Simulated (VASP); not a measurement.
NiO, 4 atoms in the cell. It takes space group P4_2/mmc (No. 131, tetragonal). The conventional cell has a = 2.867 Å, b = 2.867 Å, c = 5.029 Å, α = 90.00°, β = 90.00°, γ = 90.00°. Within 2.5 Å of Ni (site symmetry mmm) lie 4 O at 1.91 Å. O (site symmetry -4m2) has 4 Ni at 1.91 Å within 2.5 Å.  This cell differs from its parent crystal: volume scaled by 1.03, then relaxed in part.

| Quantity | Value |
| --- | --- |
| Program | VASP 6.6.1 |
| Task | single point |
| Functional | PBE |
| Potentials or basis | VASP PAW PBE potentials, release 64 (Ni, O) |
| Cutoff | 520 eV |
| k mesh | 16 × 16 × 10 |
| Occupations | gaussian, width 0.1 eV |
| Spin | no spin polarisation |
| Dipole correction | no |
| Further INCAR settings | ALGO = Normal; EDIFF = 1e-06; NBANDS = 24 |

Potentials or basis: VASP PAW PBE potentials, release 64 (Ni, O).

Command:

```sh
$ cat potpaw_PBE.64/Ni/POTCAR potpaw_PBE.64/O/POTCAR > POTCAR
$ mpirun -np 1 vasp_std > vasp.out
```

Hardware: 1 thread of Intel(R) Xeon(R) 6975P-C (Granite Rapids) (shared host).

Estimate the wall time of this run.

It took 77 s on 1 thread of Intel(R) Xeon(R) 6975P-C (Granite Rapids), with other jobs on the host, peak memory 0.33 GiB. Counts: scf iterations 14, k points 270.
